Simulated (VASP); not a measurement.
# Si (Fmmm) in VASP: further runs

Runs on Si. Level: LDA. Tasks: single point.

Program: VASP 6.6.1. These are calculated values, not measurements. Logs are shortened: lines on timing, memory, paths and dates and some standing lists are left out, and cuts for length are marked.

## 1. The cell of the first run

Symmetry: Fmmm, No. 69, orthorhombic system. Conventional cell: a = 4.626 Å, b = 5.461 Å, c = 8.649 Å, α = 90.00°, β = 90.00°, γ = 90.00°. Within 3.1 Å of Si (site symmetry m2m) lie 8 Si at 2.32 to 2.95 Å. Within 3.1 Å of Si (site symmetry mm2) lie 8 Si at 2.35 to 2.76 Å.

## 2. Single point, LDA (strain -0.050 along x and y, +0.025 along z)

Input file INCAR:

```
PREC = Accurate
ENCUT = 520
EDIFF = 1E-7
ISMEAR = 0
SIGMA = 0.15
LREAL = False
LASPH = True
NELM = 80
ALGO = Normal
ISIF = 2
LWAVE = False
LCHARG = False
GGA = CA
NBANDS = 26
```

Input file KPOINTS:

```
regular mesh
0
Gamma
  10 10 8
```

Input file POSCAR:

```
Si
1.0
    4.3245302618     -2.3129710846      0.0000000000
    4.3245302618      2.3129710846      0.0000000000
    0.0000000000      0.0000000000      5.4608395773
Si
8
Direct
    0.5000000000      0.5000000000      0.7705063100
    0.5000000000      0.5000000000      0.2294936900
    1.0000000000      0.0000000000      0.2705063100
    0.0000000000      1.0000000000      0.7294936900
    0.7262158274      0.7262158274      0.5000000000
    0.2262158274      0.2262158274      0.0000000000
    0.2737841726      0.2737841726      0.5000000000
    0.7737841726      0.7737841726      0.0000000000
```

Potentials or basis: VASP PAW LDA potentials, release 64 (Si).

On the command line:

```
> cat potpaw_LDA.64/Si/POTCAR > POTCAR
> mpirun -np 1 vasp_std > vasp.out
```

OUTCAR:

```text
PREC = Accurate
   ENCUT = 520
   EDIFF = 1E-7
   ISMEAR = 0
   LREAL = False
   LASPH = True
   NELM = 80
   ISIF = 2
   GGA = CA

 ion  position               nearest neighbor table
   1  0.500  0.500  0.771-   4 2.32   4 2.32   5 2.45   7 2.45   2 2.51   6 2.68   8 2.68   2 2.95

   2  0.500  0.500  0.229-   3 2.32   3 2.32   5 2.45   7 2.45   1 2.51   6 2.68   8 2.68   1 2.95

   3  0.000  0.000  0.271-   2 2.32   2 2.32   6 2.45   8 2.45   4 2.51   7 2.68   5 2.68   4 2.95

   4  0.000  0.000  0.729-   1 2.32   1 2.32   6 2.45   8 2.45   3 2.51   7 2.68   5 2.68   3 2.95

   5  0.726  0.726  0.500-   7 2.35   7 2.35   1 2.45   2 2.45   3 2.68   4 2.68   8 2.76   8 2.76

   6  0.226  0.226  0.000-   8 2.35   8 2.35   3 2.45   4 2.45   1 2.68   2 2.68   7 2.76   7 2.76

   7  0.274  0.274  0.500-   5 2.35   5 2.35   1 2.45   2 2.45   3 2.68   4 2.68   6 2.76   6 2.76

   8  0.774  0.774  0.000-   6 2.35   6 2.35   3 2.45   4 2.45   1 2.68   2 2.68   5 2.76   5 2.76

  LATTYP: Found a base centered orthorhombic cell.
 ALAT       =     4.6259421692
 B/A-ratio  =     1.8696862622
 C/A-ratio  =     1.1804815922

  Lattice vectors:

 A1 = (  -4.3245302618,  -2.3129710846,   0.0000000000)
 A2 = (   4.3245302618,  -2.3129710846,   0.0000000000)
 A3 = (   0.0000000000,   0.0000000000,   5.4608395773)

Analysis of symmetry for initial positions (statically):
=====================================================================
 Subroutine PRICEL returns following result:

  LATTYP: Found a face centered orthorhombic cell.
 ALAT       =     4.6259421692
 B/A-ratio  =     1.1804815922
 C/A-ratio  =     1.8696862622

  Lattice vectors:

 A1 = (  -4.3245302618,   0.0000000000,   2.7304197887)
 A2 = (  -4.3245302618,  -2.3129710846,   0.0000000000)
 A3 = (   0.0000000000,  -2.3129710846,   2.7304197886)

   2 primitive cells build up your supercell.

 Routine SETGRP: Setting up the symmetry group for a
 base centered orthorhombic supercell.

 Subroutine GETGRP returns: Found  8 space group operations
 (whereof  8 operations were pure point group operations)
 out of a pool of  8 trial point group operations.

The static configuration has the point symmetry D_2h.

Analysis of symmetry for dynamics (positions and initial velocities):
=====================================================================
 Subroutine PRICEL returns following result:

  LATTYP: Found a face centered orthorhombic cell.
 ALAT       =     4.6259421692
 B/A-ratio  =     1.1804815922
 C/A-ratio  =     1.8696862622

  Lattice vectors:

 A1 = (  -4.3245302618,   0.0000000000,   2.7304197887)
 A2 = (  -4.3245302618,  -2.3129710846,   0.0000000000)
 A3 = (   0.0000000000,  -2.3129710846,   2.7304197886)

   2 primitive cells build up your supercell.

 Routine SETGRP: Setting up the symmetry group for a
 base centered orthorhombic supercell.

 Subroutine GETGRP returns: Found  8 space group operations
 (whereof  8 operations were pure point group operations)
 out of a pool of  8 trial point group operations.

The dynamic configuration has the point symmetry D_2h.

 Subroutine INISYM returns: Found  8 space group operations
 (whereof  8 operations are pure point group operations),
 and found     2 'primitive' translations

----------------------------------------------------------------------------------------

                                     Primitive cell

  volume of cell :      54.6221

  direct lattice vectors                    reciprocal lattice vectors
    -4.324530262  0.000000000  2.730419789    -0.115619494  0.216172179  0.183122025
    -4.324530262 -2.312971085  0.000000000    -0.115619494 -0.216172179 -0.183122025
     0.000000000 -2.312971085  2.730419789     0.115619494 -0.216172179  0.183122025

  length of vectors
     5.114367430  4.904222387  3.578411304     0.305993389  0.305993389  0.305993389

  position of ions in fractional coordinates (direct lattice)
     0.270506310  0.729493690  0.270506310
     0.729493690  0.270506310  0.729493690
     0.773784173  0.773784173  0.226215827
     0.226215827  0.226215827  0.773784173

  ion indices of the primitive-cell ions
   primitive index   ion index
                 1           1
                 2           2
                 3           5
                 4           7

----------------------------------------------------------------------------------------

 KPOINTS: regular mesh

Automatic generation of k-mesh.
 Grid dimensions read from file:
 generate k-points for:   10   10    8

 Generating k-lattice:

  Cartesian coordinates                     Fractional coordinates (reciprocal lattice)
     0.011561949 -0.021617218  0.000000000     0.100000000  0.000000000  0.000000000
     0.011561949  0.021617218  0.000000000     0.000000000  0.100000000  0.000000000
     0.000000000  0.000000000  0.022890253     0.000000000  0.000000000  0.125000000

  Length of vectors
     0.024514950  0.024514950  0.022890253

  Shift w.r.t. Gamma in fractional coordinates (k-lattice)
     0.000000000  0.000000000  0.000000000

 Subroutine IBZKPT returns following result:
 ===========================================

 Found    155 irreducible k-points:

 Following reciprocal coordinates:
            Coordinates               Weight
  0.000000  0.000000  0.000000      1.000000
  0.100000 -0.000000  0.000000      4.000000
  0.200000 -0.000000  0.000000      4.000000
  0.300000  0.000000  0.000000      4.000000
  0.400000 -0.000000  0.000000      4.000000
  0.500000 -0.000000  0.000000      2.000000
[... 16 lines left out ...]
  0.300000  0.300000  0.000000      2.000000
  0.400000  0.300000  0.000000      4.000000
 [... further k-points ...]
   k-points           NKPTS =    155   k-points in BZ     NKDIM =    155   number of bands    NBANDS=     26
   number of dos      NEDOS =    301   number of ions     NIONS =      8
   total plane-waves  NPLWV =  54432
   dimension x,y,z NGX =    36 NGY =   36 NGZ =   42
   dimension x,y,z NGXF=    72 NGYF=   72 NGZF=   84
   ions per type =               8
   NGX,Y,Z   is equivalent  to a cutoff of  12.20, 12.20, 12.79 a.u.
   NGXF,Y,Z  is equivalent  to a cutoff of  24.41, 24.41, 25.57 a.u.
 SYSTEM =  unknown system
   PREC   = accura    normal or accurate (medium, high low for compatibility)
   ISTART =      0    job   : 0-new  1-cont  2-samecut
   ICHARG =      2    charge: 1-file 2-atom 10-const
   ISPIN  =      1    spin polarized calculation?
   LNONCOLLINEAR =      F non collinear calculations
   LSORBIT =      F    spin-orbit coupling
   LASPH  =      T    aspherical Exc in radial PAW
   ENCUT  =  520.0 eV  38.22 Ry    6.18 a.u.   9.12  9.12 10.15*2*pi/ulx,y,z
   NELM   =     80;   NELMIN=  2; NELMDL= -5     # of ELM steps
   EDIFF  = 0.1E-06   stopping-criterion for ELM
   LREAL  =      F    real-space projection
   EDIFFG = 0.1E-05   stopping-criterion for IOM
   NSW    =      0    number of steps for IOM
   IBRION =     -1    ionic relax: 0-MD 1-quasi-New 2-CG
   NFREE  =      0    steps in history (QN), initial steepest desc. (CG)
   ISIF   =      2    stress and relaxation
   ISYM   =      2    0-nonsym 1-usesym 2-fastsym
   POTIM  = 0.5000    time-step for ionic-motion
   TEBEG  =    0.0;   TEEND  =   0.0 temperature during run
   PSTRESS=    0.0 pullay stress
   NELECT =      32.0000    total number of electrons
   NUPDOWN=      -1.0000    fix difference up-down
   EMIN   =  10.00;   EMAX   =-10.00  energy-range for DOS
   EFERMI =   0.00;   METHOD = LEGACY
   ISMEAR =     0;   SIGMA  =   0.15  broadening in eV -4-tet -1-fermi 0-gaus
   EFERMI_NEDOS =   21; number of points for ismear=-14 and -15
   IALGO  =     38    algorithm
   IMIX   =      4    mixing-type and parameters
     AMIX     =   0.40;   BMIX     =  1.00
     AMIX_MAG =   1.60;   BMIX_MAG =  1.00
  volume/ion in A,a.u.               =      13.66        92.15
  Fermi-wavevector in a.u.,A,eV,Ry     =   1.087240  2.054585 16.083313  1.182090
  Thomas-Fermi vector in A             =   2.223395
   LORBIT       =      0    0 simple, 1 ext, 2 COOP (PROOUT), +10 PAW based schemes
   GGA     = CA    functional components
   LHFCALC =     F    Hartree Fock is set to
   AEXX    =    0.0000 exact exchange contribution
   IVDW    =     0    specifies the selected vdW correction
   LEPSILON=     F    determine dielectric tensor
   LRPA    =     F    only Hartree local field effects (RPA)
 non-spin polarized calculation
 Gauss-broadening in eV      SIGMA  =   0.15
  energy-cutoff  :      520.00
  volume of cell :      109.24
 maximum number of plane-waves:      2968
   NGX = 19   NGY = 19   NGZ = 21

 number of electron      31.9999999 magnetization

 Free energy of the ion-electron system (eV)
  ---------------------------------------------------
  ext. energy  EPLUGINS =         0.00000000
  ---------------------------------------------------
  free energy    TOTEN  =       -45.44489545 eV

  energy without entropy =      -45.41617251  energy(sigma->0) =      -45.43053398

 E-fermi :  10.6203     XC(G=0): -11.4308

 val. band max:       10.6200392569   @ k =  -0.4000   0.2000   0.3750
 cond. band min:      10.6312318600   @ k =   0.3000   0.1000   0.0000
 fundamental gap:      0.0111926032
 Fermi energy:        10.6203062387

 k-point     1 :       0.0000    0.0000    0.0000
  band No.  band energies     occupation
      1      -4.1189      2.00000
      2       0.6067      2.00000
      3       0.6129      2.00000
      4       3.2509      2.00000
      5       3.6043      2.00000
      6       3.7189      2.00000
[... 18 lines left out ...]
     25      18.5531      0.00000
     26      18.5868      0.00000

 k-point     2 :       0.1000   -0.0000    0.0000
  band No.  band energies     occupation
      1      -4.0325      2.00000
      2       0.6900      2.00000
      3       0.6959      2.00000
      4       2.6525      2.00000
      5       2.7526      2.00000
      6       3.4210      2.00000
[... 18 lines left out ...]
     25      17.5817      0.00000
[... 608 lines left out ...]
     25      15.8550      0.00000
     26      16.1226      0.00000

 k-point    24 :       0.4000    0.3000    0.0000
  band No.  band energies     occupation
      1      -3.1131      2.00000
      2      -0.8168      2.00000
      3       1.3149      2.00000
      4       1.4866      2.00000
      5       1.5436      2.00000
      6       3.9382      2.00000
[... 18 lines left out ...]
     25      15.1880      0.00000
     26      15.7080      0.00000

 [... further k-points ...]
[... 5 lines left out ...]
  --------------------------------------------------------------------------------------
  -------------------------------------------------------------------------------------
  Total        8.3660306     13.8441307      2.0631399      0.0000000      0.0000000      0.0000000
  in kB      122.6963013    203.0381818     30.2580337      0.0000000      0.0000000      0.0000000
  external PRESSURE =     118.6641723 kB  Pullay stress =       0.0000000 kB

 VOLUME and BASIS-vectors are now :
 -----------------------------------------------------------------------------
  energy-cutoff  :      520.00
  volume of cell :      109.24
      direct lattice vectors                 reciprocal lattice vectors
     4.324530262 -2.312971085  0.000000000     0.115619494 -0.216172179  0.000000000
     4.324530262  2.312971085  0.000000000     0.115619494  0.216172179  0.000000000
     0.000000000  0.000000000  5.460839577     0.000000000  0.000000000  0.183122025

 POSITION                                       TOTAL-FORCE (eV/Angst)
 -----------------------------------------------------------------------------------
      4.32453      0.00000      4.20761        -0.000000      0.000000      0.270113
      4.32453      0.00000      1.25323        -0.000000      0.000000     -0.270113
      0.00000      0.00000      1.47719        -0.000000      0.000000      0.270113
      0.00000      0.00000      3.98365        -0.000000      0.000000     -0.270113
      6.28108      0.00000      2.73042         0.061370      0.000000      0.000000
      1.95655      0.00000      0.00000         0.061370      0.000000      0.000000
      2.36798      0.00000      2.73042        -0.061370      0.000000     -0.000000
      6.69251      0.00000      0.00000        -0.061370      0.000000     -0.000000
 -----------------------------------------------------------------------------------
    total drift:                               -0.000000      0.000000     -0.000000

  FREE ENERGIE OF THE ION-ELECTRON SYSTEM (eV)
  ---------------------------------------------------
  free  energy   TOTEN  =       -45.4448954505 eV

  energy  without entropy=      -45.4161725055  energy(sigma->0) =      -45.43053398
```

Run time: 4.9 min. Hardware: 1 thread of Intel Xeon Platinum 8375C at 2.90GHz (Ice Lake), shared host; peak memory 0.38 GiB.

Results:

* Free energy: -45.4449 eV
* Pressure: 11.9 GPa
* Largest force: 0.270 eV/Å
* Band gap on the k mesh: zero (bands 16 and 17 overlap by 3.99 eV)

Forces on the atoms (eV/Å):
```
Si   0.000  0.000  0.270
Si   0.000  0.000 -0.270
Si   0.000  0.000  0.270
Si   0.000  0.000 -0.270
Si   0.061  0.000  0.000
Si   0.061  0.000  0.000
Si  -0.061  0.000  0.000
Si  -0.061  0.000  0.000
```

Stress tensor (GPa, compression positive):
```
12.27  0.00  0.00
 0.00 20.30  0.00
 0.00  0.00  3.03
```

Levels at points of the mesh, in eV from the Fermi level:
```tsv
k point	band 12	band 13	band 14	band 15	band 16	band 17	band 18	band 19	band 20	band 21
(0.00, 0.00, 0.00)	-2.75	-2.72	-2.51	-2.47	-2.46	-2.36	-1.88	-1.60	0.80	1.19
(0.50, 0.00, 0.00)	-4.08	-1.73	-1.73	0.06	0.06	2.36	2.36	2.49	2.49	3.75
(0.50, 0.50, 0.00)	-3.38	-2.14	-1.82	-0.32	1.05	1.41	1.76	1.99	2.82	4.11
(0.00, 0.00, 0.50)	-4.89	-4.64	-4.64	-3.88	-3.88	2.53	2.53	2.83	2.83	3.44
(0.50, 0.00, 0.50)	-2.11	-0.77	-0.77	0.18	0.18	0.26	0.26	0.39	0.39	2.68
(0.50, 0.50, 0.50)	-2.26	-1.36	-1.36	-1.07	-1.07	0.42	0.42	2.20	2.20	2.61
```

Caveat: the cell differs from its parent crystal (strain -0.050 along x and y, +0.025 along z); the cell stands under pressure.

(Continued in part 2 of 2.)
